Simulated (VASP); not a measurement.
KCl, 2 atoms in the cell. It takes space group Fm-3m (No. 225, cubic). Conventional cell: a = 6.395 Å, b = 6.395 Å, c = 6.395 Å, α = 90.00°, β = 90.00°, γ = 90.00°. Within 4.2 Å of K (site symmetry m-3m) lie 6 Cl at 3.20 Å. Cl (site symmetry m-3m) has 6 K at 3.20 Å within 4.2 Å. 

| Item | Value |
| --- | --- |
| Program | VASP 6.6.1 |
| Task | electric field gradients |
| Functional | PBEsol |
| Potentials or basis | VASP PAW PBE potentials, release 64 (K_sv, Cl) |
| Cutoff | 520 eV |
| k mesh | 7 × 7 × 7 |
| Occupations | fermi-dirac, width 0.03 eV |
| Spin | no spin polarisation |
| Dipole correction | no |
| Further INCAR settings | ALGO = Normal; EDIFF = 1e-08; NBANDS = 15 |

Potentials or basis: VASP PAW PBE potentials, release 64 (K_sv, Cl).

Command:

```console
$ cat potpaw_PBE.64/K_sv/POTCAR potpaw_PBE.64/Cl/POTCAR > POTCAR
$ mpirun -np 1 vasp_std > vasp.out
```

Hardware: 1 thread of Intel(R) Xeon(R) Platinum 8259CL CPU @ 2.50GHz (Skylake/Cascade Lake), with other jobs on the host.

Task: How long does it take, and how much memory?

Result: Wall time 23 s on 1 thread of Intel(R) Xeon(R) Platinum 8259CL CPU @ 2.50GHz (Skylake/Cascade Lake), on a shared host, peak memory 0.2 GiB. Counts: scf iterations 14, k points 20.
